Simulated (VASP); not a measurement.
A run of VASP 6.6.1:

File INCAR:

```
SYSTEM = Ru
PREC     = Accurate       ! precision mode
ENCUT    = 520            ! plane-wave cutoff, eV
EDIFF    = 1E-6           ! SCF threshold, eV
ISMEAR   = 0              ! smearing method
SIGMA    = 0.1            ! smearing width, eV
LREAL    = .FALSE.        ! projectors in reciprocal space
LASPH    = .TRUE.         ! aspherical terms in the spheres
NELM     = 100            ! most SCF steps
ALGO     = Normal         ! electronic algorithm
ISIF     = 2              ! what is computed and relaxed
LWAVE    = .FALSE.        ! write WAVECAR
LCHARG   = .FALSE.        ! write CHGCAR
GGA      = PE             ! functional
NBANDS   = 13             ! bands
```

File KPOINTS:

```
Automatic mesh
0
G
  24 24 24
  0 0 0
```

The input POSCAR:

```
Ru
1.0
    0.0000000000      1.9053141684      1.9053141684
    1.9053141684      0.0000000000      1.9053141684
    1.9053141684      1.9053141684      0.0000000000
Ru
1
Direct
    0.0000000000      0.0000000000      0.0000000000
```

Potentials or basis: VASP PAW PBE potentials, release 64 (Ru_pv).

Run with:

```bash
$ cat potpaw_PBE.64/Ru_pv/POTCAR > POTCAR
$ mpirun -np 1 vasp_std > vasp.out
```

Hardware: 1 thread of Intel(R) Xeon(R) Platinum 8259CL CPU @ 2.50GHz (Skylake/Cascade Lake) (shared host).

How long does it take, and how much memory?

It took 44 s on 1 thread of Intel(R) Xeon(R) Platinum 8259CL CPU @ 2.50GHz (Skylake/Cascade Lake), with other jobs on the host, peak memory 0.18 GiB. Counts: scf iterations 11, k points 413.
